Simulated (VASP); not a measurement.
# Al3C2 (P6_3/mmc) in VASP: notebook

Al3C2 is run at these levels: PBE; tasks: single point.

All numbers are computed with VASP 6.6.1; they aren't measurements. Logs are shortened: lines on timing, memory, paths and dates and some standing lists are left out, and cuts for length are marked.

### 1 The cell of the first run

The structure is hexagonal, space group P6_3/mmc (No. 194). Conventional cell: a = 3.031 Å, b = 3.031 Å, c = 14.688 Å, α = 90.00°, β = 90.00°, γ = 120.00°. Al (site symmetry 3m) has 3 C at 2.08 Å and 1 Al at 2.46 Å within 2.7 Å. Al (site symmetry -6m2) has 6 C at 2.21 Å and 2 Al at 2.46 Å within 2.9 Å. C (site symmetry 3m) has 6 Al at 2.08 to 2.21 Å and 1 C at 2.69 Å within 2.7 Å.

The cell was built from a structure type or drawn by symmetry, and may not be a known phase.

### 2 Single point, PBE

Contents of INCAR:

```
SYSTEM = Al3C2
PREC = Accurate
ENCUT = 520
EDIFF = 1E-7
ISMEAR = 0
SIGMA = 0.1
LREAL = .FALSE.
LASPH = .TRUE.
NELM = 80
ALGO = Normal
ISIF = 2
LWAVE = .FALSE.
LCHARG = .FALSE.
GGA = PE
NBANDS = 28
```

Contents of KPOINTS:

```
Automatic mesh
0
G
  6 6 2
  0 0 0
```

Contents of POSCAR:

```
Al3C2
1.0
    3.0310211254      0.0000000000      0.0000000000
   -1.5155105627      2.6249412940      0.0000000000
    0.0000000000      0.0000000000     14.6881884543
Al C
6 4
Direct
    0.3333333333      0.6666666667      0.9176779043
    0.6666666667      0.3333333333      0.4176779043
    0.3333333333      0.6666666667      0.5823220957
    0.6666666667      0.3333333333      0.0823220957
    0.3333333333      0.6666666667      0.7500000000
    0.6666666667      0.3333333333      0.2500000000
    0.3333333333      0.6666666667      0.1584725869
    0.6666666667      0.3333333333      0.6584725869
    0.3333333333      0.6666666667      0.3415274131
    0.6666666667      0.3333333333      0.8415274131
```

Potentials or basis: VASP PAW PBE potentials, release 64 (Al, C).

Run with:

```sh
cat potpaw_PBE.64/Al/POTCAR potpaw_PBE.64/C/POTCAR > POTCAR
mpirun -np 1 vasp_std > vasp.out
```

OUTCAR:

```text
SYSTEM = Al3C2
   PREC = Accurate
   ENCUT = 520
   EDIFF = 1E-7
   ISMEAR = 0
   LREAL = .FALSE.
   LASPH = .TRUE.
   NELM = 80
   ISIF = 2
   GGA = PE

 ion  position               nearest neighbor table
   1  0.333  0.667  0.918-  10 2.08  10 2.08  10 2.08   5 2.46   4 2.99   4 2.99   4 2.99
   2  0.667  0.333  0.418-   9 2.08   9 2.08   9 2.08   6 2.46   3 2.99   3 2.99   3 2.99
   3  0.333  0.667  0.582-   8 2.08   8 2.08   8 2.08   5 2.46   2 2.99   2 2.99   2 2.99
   4  0.667  0.333  0.082-   7 2.08   7 2.08   7 2.08   6 2.46   1 2.99   1 2.99   1 2.99
   5  0.333  0.667  0.750-   8 2.21  10 2.21   8 2.21  10 2.21   8 2.21  10 2.21   1 2.46   3 2.46

   6  0.667  0.333  0.250-   7 2.21   9 2.21   7 2.21   9 2.21   7 2.21   9 2.21   2 2.46   4 2.46

   7  0.333  0.667  0.158-   4 2.08   4 2.08   4 2.08   6 2.21   6 2.21   6 2.21
   8  0.667  0.333  0.658-   3 2.08   3 2.08   3 2.08   5 2.21   5 2.21   5 2.21
   9  0.333  0.667  0.342-   2 2.08   2 2.08   2 2.08   6 2.21   6 2.21   6 2.21
  10  0.667  0.333  0.842-   1 2.08   1 2.08   1 2.08   5 2.21   5 2.21   5 2.21

  LATTYP: Found a hexagonal cell.
 ALAT       =     3.0310211254
 C/A-ratio  =     4.8459538375

  Lattice vectors:

 A1 = (   3.0310211254,   0.0000000000,   0.0000000000)
 A2 = (  -1.5155105627,   2.6249412940,   0.0000000000)
 A3 = (   0.0000000000,   0.0000000000,  14.6881884543)

Analysis of symmetry for initial positions (statically):
=====================================================================
 Subroutine PRICEL returns:
 Original cell was already a primitive cell.

 Routine SETGRP: Setting up the symmetry group for a
 hexagonal supercell.

 Subroutine GETGRP returns: Found 24 space group operations
 (whereof 12 operations were pure point group operations)
 out of a pool of 24 trial point group operations.

The static configuration has the point symmetry D_3d.
 The point group associated with its full space group is D_6h.

Analysis of symmetry for dynamics (positions and initial velocities):
=====================================================================
 Subroutine PRICEL returns:
 Original cell was already a primitive cell.

 Routine SETGRP: Setting up the symmetry group for a
 hexagonal supercell.

 Subroutine GETGRP returns: Found 24 space group operations
 (whereof 12 operations were pure point group operations)
 out of a pool of 24 trial point group operations.

The dynamic configuration has the point symmetry D_3d.
 The point group associated with its full space group is D_6h.

 Subroutine INISYM returns: Found 24 space group operations
 (whereof 12 operations are pure point group operations),
 and found     1 'primitive' translations

----------------------------------------------------------------------------------------

                                     Primitive cell

  volume of cell :     116.8629

  direct lattice vectors                    reciprocal lattice vectors
     3.031021125  0.000000000  0.000000000     0.329921818  0.190480450  0.000000000
    -1.515510563  2.624941294  0.000000000     0.000000000  0.380960901  0.000000000
     0.000000000  0.000000000 14.688188454     0.000000000  0.000000000  0.068081915

  length of vectors
     3.031021125  3.031021125 14.688188454     0.380960901  0.380960901  0.068081915

  position of ions in fractional coordinates (direct lattice)
     0.333333333  0.666666667  0.917677904
     0.666666667  0.333333333  0.417677904
     0.333333333  0.666666667  0.582322096
     0.666666667  0.333333333  0.082322096
     0.333333333  0.666666667  0.750000000
     0.666666667  0.333333333  0.250000000
     0.333333333  0.666666667  0.158472587
     0.666666667  0.333333333  0.658472587
     0.333333333  0.666666667  0.341527413
     0.666666667  0.333333333  0.841527413

  ion indices of the primitive-cell ions
   primitive index   ion index
                 1           1
                 2           2
                 3           3
                 4           4
                 5           5
                 6           6
                 7           7
                 8           8
                 9           9
                10          10

----------------------------------------------------------------------------------------

 KPOINTS: Automatic mesh

Automatic generation of k-mesh.
 Grid dimensions read from file:
 generate k-points for:    6    6    2

 Generating k-lattice:

  Cartesian coordinates                     Fractional coordinates (reciprocal lattice)
     0.054986970  0.031746742  0.000000000     0.166666667  0.000000000  0.000000000
     0.000000000  0.063493483  0.000000000     0.000000000  0.166666667  0.000000000
     0.000000000  0.000000000  0.034040958     0.000000000  0.000000000  0.500000000

  Length of vectors
     0.063493483  0.063493483  0.034040958

  Shift w.r.t. Gamma in fractional coordinates (k-lattice)
     0.000000000  0.000000000  0.000000000

 Subroutine IBZKPT returns following result:
 ===========================================

 Found     14 irreducible k-points:

 Following reciprocal coordinates:
            Coordinates               Weight
  0.000000  0.000000  0.000000      1.000000
  0.166667  0.000000  0.000000      6.000000
  0.333333  0.000000  0.000000      6.000000
  0.500000  0.000000  0.000000      3.000000
  0.166667  0.166667  0.000000      6.000000
  0.333333  0.166667  0.000000     12.000000
  0.333333  0.333333  0.000000      2.000000
  0.000000  0.000000  0.500000      1.000000
  0.166667  0.000000  0.500000      6.000000
  0.333333  0.000000  0.500000      6.000000
  0.500000  0.000000  0.500000      3.000000
  0.166667  0.166667  0.500000      6.000000
  0.333333  0.166667  0.500000     12.000000
  0.333333  0.333333  0.500000      2.000000
   k-points           NKPTS =     14   k-points in BZ     NKDIM =     14   number of bands    NBANDS=     28
   number of dos      NEDOS =    301   number of ions     NIONS =     10
   total plane-waves  NPLWV =  64512
   dimension x,y,z NGX =    24 NGY =   24 NGZ =  112
   dimension x,y,z NGXF=    48 NGYF=   48 NGZF=  224
   ions per type =               6   4
   NGX,Y,Z   is equivalent  to a cutoff of  13.16, 13.16, 12.68 a.u.
   NGXF,Y,Z  is equivalent  to a cutoff of  26.33, 26.33, 25.35 a.u.
 SYSTEM =  Al3C2
   PREC   = accura    normal or accurate (medium, high low for compatibility)
   ISTART =      0    job   : 0-new  1-cont  2-samecut
   ICHARG =      2    charge: 1-file 2-atom 10-const
   ISPIN  =      1    spin polarized calculation?
   LNONCOLLINEAR =      F non collinear calculations
   LSORBIT =      F    spin-orbit coupling
   LASPH  =      T    aspherical Exc in radial PAW
   ENCUT  =  520.0 eV  38.22 Ry    6.18 a.u.   5.64  5.64 27.31*2*pi/ulx,y,z
   NELM   =     80;   NELMIN=  2; NELMDL= -5     # of ELM steps
   EDIFF  = 0.1E-06   stopping-criterion for ELM
   LREAL  =      F    real-space projection
   EDIFFG = 0.1E-05   stopping-criterion for IOM
   NSW    =      0    number of steps for IOM
   IBRION =     -1    ionic relax: 0-MD 1-quasi-New 2-CG
   NFREE  =      0    steps in history (QN), initial steepest desc. (CG)
   ISIF   =      2    stress and relaxation
   ISYM   =      2    0-nonsym 1-usesym 2-fastsym
   POTIM  = 0.5000    time-step for ionic-motion
   TEBEG  =    0.0;   TEEND  =   0.0 temperature during run
   PSTRESS=    0.0 pullay stress
   NELECT =      34.0000    total number of electrons
   NUPDOWN=      -1.0000    fix difference up-down
   EMIN   =  10.00;   EMAX   =-10.00  energy-range for DOS
   EFERMI =   0.00;   METHOD = LEGACY
   ISMEAR =     0;   SIGMA  =   0.10  broadening in eV -4-tet -1-fermi 0-gaus
   EFERMI_NEDOS =   21; number of points for ismear=-14 and -15
   IALGO  =     38    algorithm
   IMIX   =      4    mixing-type and parameters
     AMIX     =   0.40;   BMIX     =  1.00
     AMIX_MAG =   1.60;   BMIX_MAG =  1.00
  volume/ion in A,a.u.               =      11.69        78.86
  Fermi-wavevector in a.u.,A,eV,Ry     =   1.084781  2.049939 16.010663  1.176751
  Thomas-Fermi vector in A             =   2.220880
   LORBIT       =      0    0 simple, 1 ext, 2 COOP (PROOUT), +10 PAW based schemes
   GGA     = PE    functional components
   LHFCALC =     F    Hartree Fock is set to
   AEXX    =    0.0000 exact exchange contribution
   IVDW    =     0    specifies the selected vdW correction
   LEPSILON=     F    determine dielectric tensor
   LRPA    =     F    only Hartree local field effects (RPA)
 non-spin polarized calculation
 Gauss-broadening in eV      SIGMA  =   0.10
  energy-cutoff  :      520.00
  volume of cell :      116.86
 maximum number of plane-waves:      3172
 NGX is ok and might be reduce to    24
   NGX = 11   NGY = 11   NGZ = 55

 number of electron      33.9999999 magnetization

 Free energy of the ion-electron system (eV)
  ---------------------------------------------------
  ext. energy  EPLUGINS =         0.00000000
  ---------------------------------------------------
  free energy    TOTEN  =       -54.09217414 eV

  energy without entropy =      -54.06134815  energy(sigma->0) =      -54.07676115

 E-fermi :   7.9410     XC(G=0): -10.9053

 val. band max:        7.9263997583   @ k =   0.3333   0.3333   0.5000
 cond. band min:       8.0137547177   @ k =   0.5000   0.0000   0.0000
 fundamental gap:      0.0873549594
 Fermi energy:         7.9410363088

 k-point     1 :       0.0000    0.0000    0.0000
  band No.  band energies     occupation
      1      -6.2135      2.00000
      2      -6.0782      2.00000
      3      -4.9643      2.00000
      4      -4.6229      2.00000
      5      -0.8974      2.00000
      6       0.8866      2.00000
[... 20 lines left out ...]
     27      16.7129      0.00000
     28      16.7131      0.00000
[... 373 lines left out ...]
 k-point    14 :       0.3333    0.3333    0.5000
  band No.  band energies     occupation
      1      -2.4278      2.00000
      2      -2.4278      2.00000
      3      -1.2876      2.00000
      4      -1.2876      2.00000
      5       1.4426      2.00000
      6       1.4426      2.00000
[... 20 lines left out ...]
     27      14.8674      0.00000
     28      14.8674      0.00000

------------------------ aborting loop because EDIFF is reached ----------------------------------------

  FORCE on cell =-STRESS in cart. coord.  units (eV):
  Direction    XX          YY          ZZ          XY          YZ          ZX
  --------------------------------------------------------------------------------------
  -------------------------------------------------------------------------------------
  Total        0.1883784      0.1883784     -0.1890274     -0.0000000      0.0000000     -0.0000000
  in kB        2.5826460      2.5826460     -2.5915437     -0.0000000      0.0000000     -0.0000000
  external PRESSURE =       0.8579161 kB  Pullay stress =       0.0000000 kB

 VOLUME and BASIS-vectors are now :
 -----------------------------------------------------------------------------
  energy-cutoff  :      520.00
  volume of cell :      116.86
      direct lattice vectors                 reciprocal lattice vectors
     3.031021125  0.000000000  0.000000000     0.329921818  0.190480450  0.000000000
    -1.515510563  2.624941294  0.000000000     0.000000000  0.380960901  0.000000000
     0.000000000  0.000000000 14.688188454     0.000000000  0.000000000  0.068081915

 POSITION                                       TOTAL-FORCE (eV/Angst)
 -----------------------------------------------------------------------------------
     -0.00000      1.74996     13.47903         0.000000      0.000000     -0.004920
      1.51551      0.87498      6.13493        -0.000000      0.000000     -0.004920
     -0.00000      1.74996      8.55326         0.000000     -0.000000      0.004920
      1.51551      0.87498      1.20916        -0.000000      0.000000      0.004920
     -0.00000      1.74996     11.01614         0.000000     -0.000000      0.000000
      1.51551      0.87498      3.67205         0.000000     -0.000000      0.000000
     -0.00000      1.74996      2.32768        -0.000000      0.000000      0.005037
      1.51551      0.87498      9.67177         0.000000     -0.000000      0.005037
     -0.00000      1.74996      5.01642        -0.000000      0.000000     -0.005037
      1.51551      0.87498     12.36051         0.000000     -0.000000     -0.005037
 -----------------------------------------------------------------------------------
    total drift:                               -0.000000      0.000000     -0.000000

  FREE ENERGIE OF THE ION-ELECTRON SYSTEM (eV)
  ---------------------------------------------------
  free  energy   TOTEN  =       -54.0921741379 eV

  energy  without entropy=      -54.0613481529  energy(sigma->0) =      -54.07676115
```

Wall time 23 s (1 thread of Intel Xeon 6975P-C (Granite Rapids), shared host); peak memory 0.23 GiB.

What came out:

| Item | Value |
| --- | --- |
| Free energy | -54.0922 eV |
| Pressure | 0.1 GPa |
| Largest force | 0.005 eV/Å |
| Band gap on the k mesh | zero (bands 17 and 18 overlap by 1.63 eV) |

Forces on the atoms (eV/Å):
```
Al   0.000  0.000 -0.005
Al   0.000  0.000 -0.005
Al   0.000  0.000  0.005
Al   0.000  0.000  0.005
Al   0.000  0.000  0.000
Al   0.000  0.000  0.000
C    0.000  0.000  0.005
C    0.000  0.000  0.005
C    0.000  0.000 -0.005
C    0.000  0.000 -0.005
```

Stress tensor (GPa, compression positive):
```
 0.26  0.00  0.00
 0.00  0.26  0.00
 0.00  0.00 -0.26
```

Caveat: the k points lie up to 0.40 Å⁻¹ apart, too coarse for converged energies and pressures of a metal.

### 3 Single point, PBE

This run uses another cell than the first one, of 13.60 Å³/atom.

Contents of INCAR:

```
ALGO     = Normal         # electronic algorithm
EDIFF    = 1E-7           # SCF threshold, eV
ENCUT    = 520            # plane-wave cutoff, eV
GGA      = PE             # functional
ISIF     = 2              # what is computed and relaxed
ISMEAR   = 0              # smearing method
LASPH    = True           # aspherical terms in the spheres
LCHARG   = False          # write CHGCAR
LREAL    = False          # projectors in reciprocal space
LWAVE    = False          # write WAVECAR
NBANDS   = 28             # bands
NELM     = 100            # most SCF steps
PREC     = Accurate       # precision mode
SIGMA    = 0.1            # smearing width, eV
```

Contents of KPOINTS:

```
k-points
0
Gamma
  6 6 2
```

Contents of POSCAR:

```
Al3C2
1.0
    3.2902272600      0.0000000000      0.0000000000
   -1.6451136300      2.8494203900      0.0000000000
    0.0000000000      0.0000000000     14.5110447100
Al C
6 4
Direct
    0.3333333300      0.6666666700      0.9721999800
    0.6666666700      0.3333333300      0.4721999800
    0.3333333300      0.6666666700      0.5278000200
    0.6666666700      0.3333333300      0.0278000200
    0.3333333300      0.6666666700      0.7500000000
    0.6666666700      0.3333333300      0.2500000000
    0.3333333300      0.6666666700      0.1398500100
    0.6666666700      0.3333333300      0.6398500100
    0.3333333300      0.6666666700      0.3601499900
    0.6666666700      0.3333333300      0.8601499900
```

Potentials or basis: VASP PAW PBE potentials, release 64 (Al, C).

Run with:

```sh
cat potpaw_PBE.64/Al/POTCAR potpaw_PBE.64/C/POTCAR > POTCAR
mpirun -np 1 vasp_std > vasp.out
```

Wall time 24 s (1 thread of Intel Xeon 6975P-C (Granite Rapids), shared host); peak memory 0.23 GiB.

It converged, with:

```yaml
Free_energy: -37.6387 eV
Pressure: 7.4 GPa
Largest_force: 9.295 eV/Å
Band_gap_on_the_k_mesh: zero (bands 17 and 18 overlap by 1.88 eV)
```

Forces on the atoms (eV/Å):
```
Al   0.000  0.000 -9.295
Al   0.000  0.000 -9.295
Al   0.000  0.000  9.295
Al   0.000  0.000  9.295
Al   0.000  0.000  0.000
Al   0.000  0.000  0.000
C    0.000  0.000 -0.481
C    0.000  0.000 -0.481
C    0.000  0.000  0.481
C    0.000  0.000  0.481
```

Stress tensor (GPa, compression positive):
```
 28.35   0.00   0.00
  0.00  28.35   0.00
  0.00   0.00 -34.47
```

Levels at points of the mesh, in eV from the Fermi level:
```tsv
k point	band 13	band 14	band 15	band 16	band 17	band 18	band 19	band 20	band 21	band 22
(0.00, 0.00, 0.00)	0.60	0.60	0.60	0.72	0.96	0.96	2.15	4.02	4.34	4.34
(0.50, 0.00, 0.00)	-2.65	-1.27	-1.07	-0.98	-0.60	-0.50	-0.04	1.33	1.66	2.13
(0.00, 0.00, 0.50)	0.39	0.39	0.84	0.84	0.84	0.84	3.21	3.21	4.45	4.45
(0.50, 0.00, 0.50)	-1.55	-1.55	-1.17	-1.17	-0.29	-0.29	0.09	0.09	2.42	2.42
```

Caveat: the k points lie up to 0.37 Å⁻¹ apart, too coarse for converged energies and pressures of a metal; forces of over 1 eV/Å act on the atoms, so gaps and moduli don't describe the material at rest.

(Continued in part 2 of 2.)
